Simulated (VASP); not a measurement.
# BaTiO3 (P4mm) in VASP: notebook

Runs on BaTiO3. Level: PBEsol. Tasks: single point.

All numbers are computed with VASP 6.6.1; they aren't measurements. Logs are shortened: lines on timing, memory, paths and dates and some standing lists are left out, and cuts for length are marked.

## (1) The cell of the first run

The structure is tetragonal, space group P4mm (No. 99). The conventional cell has a = 4.074 Å, b = 4.074 Å, c = 3.971 Å, α = 90.00°, β = 90.00°, γ = 90.00°. Ba (site symmetry 4mm) has 12 O at 2.81 to 2.88 Å and 8 Ti at 3.47 to 3.53 Å within 3.7 Å. Within 2.5 Å of Ti (site symmetry 4mm) lie 6 O at 1.85 to 2.12 Å. O (site symmetry 2mm) has 2 Ti at 2.04 Å within 2.7 Å. O (site symmetry 4mm) has 2 Ti at 1.85 to 2.12 Å within 2.5 Å.

## (2) Single point, PBEsol (biaxial strain in the a-b plane: +3.0 %)

Contents of INCAR:

```
ALGO = Normal
EDIFF = 1E-6
ENCUT = 520
GGA = PS
ISIF = 2
ISMEAR = 0
LASPH = True
LCHARG = False
LREAL = False
LWAVE = False
NBANDS = 28
NELM = 100
PREC = Accurate
SIGMA = 0.02
```

Contents of KPOINTS:

```
k-points
0
Gamma
  8 8 8
```

Contents of POSCAR:

```
BaTiO3
1.0
    4.0741531679      0.0000000000      0.0000000000
    0.0000000000      4.0741531679      0.0000000000
    0.0000000000      0.0000000000      3.9712468933
Ba Ti O
1 1 3
Direct
    0.5000000000      0.5000000000      0.5792815387
    0.0000000000      0.0000000000      0.0915292544
    0.0000000000      0.5000000000      0.0656373944
    0.5000000000      0.0000000000      0.0656373944
    0.0000000000      0.0000000000      0.5579114081
```

Potentials or basis: VASP PAW PBE potentials, release 64 (Ba_sv, Ti_sv, O).

Run with:

```sh
$ cat potpaw_PBE.64/Ba_sv/POTCAR potpaw_PBE.64/Ti_sv/POTCAR potpaw_PBE.64/O/POTCAR > POTCAR
$ mpirun -np 1 vasp_std > vasp.out
```

OUTCAR:

```text
EDIFF = 1E-6
   ENCUT = 520
   GGA = PS
   ISIF = 2
   ISMEAR = 0
   LASPH = True
   LREAL = False
   NELM = 100
   PREC = Accurate

 ion  position               nearest neighbor table
   1  0.500  0.500  0.579-   3 2.81   4 2.81   4 2.81   3 2.81   5 2.88   5 2.88   5 2.88   5 2.88
                             3 2.88   4 2.88   3 2.88   4 2.88   2 3.47   2 3.47   2 3.47   2 3.47
   2  0.000  0.000  0.092-   5 1.85   4 2.04   3 2.04   3 2.04   4 2.04   5 2.12   1 3.47   1 3.47
                             1 3.47   1 3.47   1 3.53   1 3.53   1 3.53   1 3.53
   3  0.000  0.500  0.066-   2 2.04   2 2.04   1 2.81   1 2.81   1 2.88   1 2.88
   4  0.500  0.000  0.066-   2 2.04   2 2.04   1 2.81   1 2.81   1 2.88   1 2.88
   5  0.000  0.000  0.558-   2 1.85   2 2.12   1 2.88   1 2.88   1 2.88   1 2.88

  LATTYP: Found a simple tetragonal cell.
 ALAT       =     4.0741531679
 C/A-ratio  =     0.9747416775

  Lattice vectors:

 A1 = (   4.0741531679,   0.0000000000,   0.0000000000)
 A2 = (   0.0000000000,   4.0741531679,   0.0000000000)
 A3 = (   0.0000000000,   0.0000000000,   3.9712468933)

Analysis of symmetry for initial positions (statically):
=====================================================================
 Subroutine PRICEL returns:
 Original cell was already a primitive cell.

 Routine SETGRP: Setting up the symmetry group for a
 simple tetragonal supercell.

 Subroutine GETGRP returns: Found  8 space group operations
 (whereof  8 operations were pure point group operations)
 out of a pool of 16 trial point group operations.

The static configuration has the point symmetry C_4v.

Analysis of symmetry for dynamics (positions and initial velocities):
=====================================================================
 Subroutine PRICEL returns:
 Original cell was already a primitive cell.

 Routine SETGRP: Setting up the symmetry group for a
 simple tetragonal supercell.

 Subroutine GETGRP returns: Found  8 space group operations
 (whereof  8 operations were pure point group operations)
 out of a pool of 16 trial point group operations.

The dynamic configuration has the point symmetry C_4v.

 Subroutine INISYM returns: Found  8 space group operations
 (whereof  8 operations are pure point group operations),
 and found     1 'primitive' translations

----------------------------------------------------------------------------------------

                                     Primitive cell

  volume of cell :      65.9176

  direct lattice vectors                    reciprocal lattice vectors
     4.074153168  0.000000000  0.000000000     0.245449780  0.000000000  0.000000000
     0.000000000  4.074153168  0.000000000     0.000000000  0.245449780  0.000000000
     0.000000000  0.000000000  3.971246893     0.000000000  0.000000000  0.251810081

  length of vectors
     4.074153168  4.074153168  3.971246893     0.245449780  0.245449780  0.251810081

  position of ions in fractional coordinates (direct lattice)
     0.500000000  0.500000000  0.579281539
     0.000000000  0.000000000  0.091529254
     0.000000000  0.500000000  0.065637394
     0.500000000  0.000000000  0.065637394
     0.000000000  0.000000000  0.557911408

  ion indices of the primitive-cell ions
   primitive index   ion index
                 1           1
                 2           2
                 3           3
                 4           4
                 5           5

----------------------------------------------------------------------------------------

 KPOINTS: k-points

Automatic generation of k-mesh.
 Grid dimensions read from file:
 generate k-points for:    8    8    8

 Generating k-lattice:

  Cartesian coordinates                     Fractional coordinates (reciprocal lattice)
     0.030681223  0.000000000  0.000000000     0.125000000  0.000000000  0.000000000
     0.000000000  0.030681223  0.000000000     0.000000000  0.125000000  0.000000000
     0.000000000  0.000000000  0.031476260     0.000000000  0.000000000  0.125000000

  Length of vectors
     0.030681223  0.030681223  0.031476260

  Shift w.r.t. Gamma in fractional coordinates (k-lattice)
     0.000000000  0.000000000  0.000000000

 Subroutine IBZKPT returns following result:
 ===========================================

 Found     75 irreducible k-points:

 Following reciprocal coordinates:
            Coordinates               Weight
  0.000000  0.000000  0.000000      1.000000
  0.125000  0.000000  0.000000      4.000000
  0.250000  0.000000  0.000000      4.000000
  0.375000  0.000000  0.000000      4.000000
  0.500000  0.000000  0.000000      2.000000
  0.125000  0.125000  0.000000      4.000000
[... 16 lines left out ...]
  0.375000  0.125000  0.125000     16.000000
  0.500000  0.125000  0.125000      8.000000
 [... further k-points ...]
   k-points           NKPTS =     75   k-points in BZ     NKDIM =     75   number of bands    NBANDS=     28
   number of dos      NEDOS =    301   number of ions     NIONS =      5
   total plane-waves  NPLWV =  27000
   dimension x,y,z NGX =    30 NGY =   30 NGZ =   30
   dimension x,y,z NGXF=    60 NGYF=   60 NGZF=   60
   ions per type =               1   1   3
   NGX,Y,Z   is equivalent  to a cutoff of  12.24, 12.24, 12.56 a.u.
   NGXF,Y,Z  is equivalent  to a cutoff of  24.48, 24.48, 25.12 a.u.
 SYSTEM =  unknown system
   PREC   = accura    normal or accurate (medium, high low for compatibility)
   ISTART =      0    job   : 0-new  1-cont  2-samecut
   ICHARG =      2    charge: 1-file 2-atom 10-const
   ISPIN  =      1    spin polarized calculation?
   LNONCOLLINEAR =      F non collinear calculations
   LSORBIT =      F    spin-orbit coupling
   LASPH  =      T    aspherical Exc in radial PAW
   ENCUT  =  520.0 eV  38.22 Ry    6.18 a.u.   7.58  7.58  7.38*2*pi/ulx,y,z
   NELM   =    100;   NELMIN=  2; NELMDL= -5     # of ELM steps
   EDIFF  = 0.1E-05   stopping-criterion for ELM
   LREAL  =      F    real-space projection
   EDIFFG = 0.1E-04   stopping-criterion for IOM
   NSW    =      0    number of steps for IOM
   IBRION =     -1    ionic relax: 0-MD 1-quasi-New 2-CG
   NFREE  =      0    steps in history (QN), initial steepest desc. (CG)
   ISIF   =      2    stress and relaxation
   ISYM   =      2    0-nonsym 1-usesym 2-fastsym
   POTIM  = 0.5000    time-step for ionic-motion
   TEBEG  =    0.0;   TEEND  =   0.0 temperature during run
   PSTRESS=    0.0 pullay stress
   NELECT =      40.0000    total number of electrons
   NUPDOWN=      -1.0000    fix difference up-down
   EMIN   =  10.00;   EMAX   =-10.00  energy-range for DOS
   EFERMI =   0.00;   METHOD = LEGACY
   ISMEAR =     0;   SIGMA  =   0.02  broadening in eV -4-tet -1-fermi 0-gaus
   EFERMI_NEDOS =   21; number of points for ismear=-14 and -15
   IALGO  =     38    algorithm
   IMIX   =      4    mixing-type and parameters
     AMIX     =   0.40;   BMIX     =  1.00
     AMIX_MAG =   1.60;   BMIX_MAG =  1.00
  volume/ion in A,a.u.               =      13.18        88.97
  Fermi-wavevector in a.u.,A,eV,Ry     =   1.385993  2.619147 26.136465  1.920976
  Thomas-Fermi vector in A             =   2.510351
   LORBIT       =      0    0 simple, 1 ext, 2 COOP (PROOUT), +10 PAW based schemes
   GGA     = PS    functional components
   LHFCALC =     F    Hartree Fock is set to
   AEXX    =    0.0000 exact exchange contribution
   IVDW    =     0    specifies the selected vdW correction
   LEPSILON=     F    determine dielectric tensor
   LRPA    =     F    only Hartree local field effects (RPA)
 non-spin polarized calculation
 Gauss-broadening in eV      SIGMA  =   0.02
  energy-cutoff  :      520.00
  volume of cell :       65.92
 maximum number of plane-waves:      1801
   NGX = 15   NGY = 15   NGZ = 15

 number of electron      39.9999997 magnetization

 Free energy of the ion-electron system (eV)
  ---------------------------------------------------
  ext. energy  EPLUGINS =         0.00000000
  ---------------------------------------------------
  free energy    TOTEN  =       -41.92236779 eV

  energy without entropy =      -41.92236779  energy(sigma->0) =      -41.92236779

 E-fermi :   3.7418     XC(G=0): -11.3656

 val. band max:        3.4816335416   @ k =   0.5000   0.5000   0.5000
 cond. band min:       5.1739882563   @ k =   0.0000   0.0000   0.0000
 fundamental gap:      1.6923547148
 Fermi energy:         3.7417928597

 k-point     1 :       0.0000    0.0000    0.0000
  band No.  band energies     occupation
      1     -52.8972      2.00000
      2     -29.2657      2.00000
      3     -29.2029      2.00000
      4     -29.2029      2.00000
      5     -21.3560      2.00000
      6     -13.3208      2.00000
[... 20 lines left out ...]
     27       8.4801      0.00000
     28      10.3576      0.00000

 k-point     2 :       0.1250    0.0000    0.0000
  band No.  band energies     occupation
      1     -52.8971      2.00000
      2     -29.2655      2.00000
      3     -29.2091      2.00000
      4     -29.2027      2.00000
      5     -21.3417      2.00000
      6     -13.3390      2.00000
[... 20 lines left out ...]
     27       8.7657      0.00000
     28      10.7175      0.00000

 k-point     3 :       0.2500    0.0000    0.0000
  band No.  band energies     occupation
      1     -52.8968      2.00000
      2     -29.2649      2.00000
      3     -29.2240      2.00000
      4     -29.2021      2.00000
      5     -21.3067      2.00000
      6     -13.4075      2.00000
[... 20 lines left out ...]
     27       9.4973      0.00000
     28      11.7146      0.00000

 k-point     4 :       0.3750    0.0000    0.0000
  band No.  band energies     occupation
      1     -52.8966      2.00000
      2     -29.2643      2.00000
      3     -29.2388      2.00000
      4     -29.2016      2.00000
      5     -21.2712      2.00000
      6     -13.4993      2.00000
[... 578 lines left out ...]
     27       9.9731      0.00000
     28      11.4738      0.00000

 k-point    23 :       0.3750    0.1250    0.1250
  band No.  band energies     occupation
      1     -52.8963      2.00000
      2     -29.2726      2.00000
      3     -29.2380      2.00000
      4     -29.2073      2.00000
      5     -21.2488      2.00000
      6     -13.3716      2.00000
[... 20 lines left out ...]
     27      10.7882      0.00000
     28      11.9644      0.00000

 k-point    24 :       0.5000    0.1250    0.1250
  band No.  band energies     occupation
      1     -52.8962      2.00000
      2     -29.2723      2.00000
      3     -29.2440      2.00000
      4     -29.2070      2.00000
      5     -21.2354      2.00000
      6     -13.4008      2.00000
[... 20 lines left out ...]
     27      11.1432      0.00000
     28      12.1277      0.00000

 [... further k-points ...]
[... 5 lines left out ...]
  --------------------------------------------------------------------------------------
  -------------------------------------------------------------------------------------
  Total       -3.1782575     -3.1782575     -0.3345762      0.0000000      0.0000000      0.0000000
  in kB      -77.2499249    -77.2499249     -8.1321248      0.0000000      0.0000000      0.0000000
  external PRESSURE =     -54.2106582 kB  Pullay stress =       0.0000000 kB

 VOLUME and BASIS-vectors are now :
 -----------------------------------------------------------------------------
  energy-cutoff  :      520.00
  volume of cell :       65.92
      direct lattice vectors                 reciprocal lattice vectors
     4.074153168  0.000000000  0.000000000     0.245449780  0.000000000  0.000000000
     0.000000000  4.074153168  0.000000000     0.000000000  0.245449780  0.000000000
     0.000000000  0.000000000  3.971246893     0.000000000  0.000000000  0.251810081

 POSITION                                       TOTAL-FORCE (eV/Angst)
 -----------------------------------------------------------------------------------
      2.03708      2.03708      2.30047        -0.000000     -0.000000     -0.015243
      0.00000      0.00000      0.36349        -0.000000      0.000000     -0.018801
      0.00000      2.03708      0.26066        -0.000000      0.000000      0.024447
      2.03708      0.00000      0.26066         0.000000      0.000000      0.024447
      0.00000      0.00000      2.21560        -0.000000      0.000000     -0.014850
 -----------------------------------------------------------------------------------
    total drift:                                0.000000      0.000000     -0.000137

  FREE ENERGIE OF THE ION-ELECTRON SYSTEM (eV)
  ---------------------------------------------------
  free  energy   TOTEN  =       -41.9223677913 eV

  energy  without entropy=      -41.9223677913  energy(sigma->0) =      -41.92236779
```

Wall time 67 s (1 thread of Intel Xeon 6975P-C (Granite Rapids), shared host); peak memory 0.26 GiB.

Results:

| Quantity | Value |
| --- | --- |
| Free energy | -41.9224 eV |
| Pressure | -5.4 GPa |
| Largest force | 0.024 eV/Å |
| Band gap on the k mesh | 1.69 eV, indirect (least direct gap 1.98 eV) |

Forces on the atoms (eV/Å):
```
Ba   0.000  0.000 -0.015
Ti   0.000  0.000 -0.019
O    0.000  0.000  0.024
O    0.000  0.000  0.024
O    0.000  0.000 -0.015
```

Levels at points of the mesh, in eV from the valence-band top:
```
           k point  band 18  band 19  band 20  band 21  band 22  band 23
(0.00, 0.00, 0.00)    -0.29    -0.28    -0.28     1.69     1.99     1.99
(0.50, 0.00, 0.00)    -1.58    -0.92    -0.84     2.10     3.34     3.39
(0.50, 0.50, 0.00)    -1.14    -1.14    -0.10     3.41     3.41     3.74
(0.00, 0.00, 0.50)    -1.87    -0.70    -0.70     1.87     3.65     3.65
(0.50, 0.00, 0.50)    -0.80    -0.80    -0.13     3.36     3.66     3.91
(0.50, 0.50, 0.50)    -0.03    -0.03     0.00     3.98     4.15     4.15
```

Caveat: the cell differs from its parent crystal (biaxial strain in the a-b plane: +3.0 %); the PAW data sets were made with another functional, which shifts forces and pressure a little; spin-orbit coupling is left out, which moves the levels of the heavy elements.

[end of part 1 of 2]
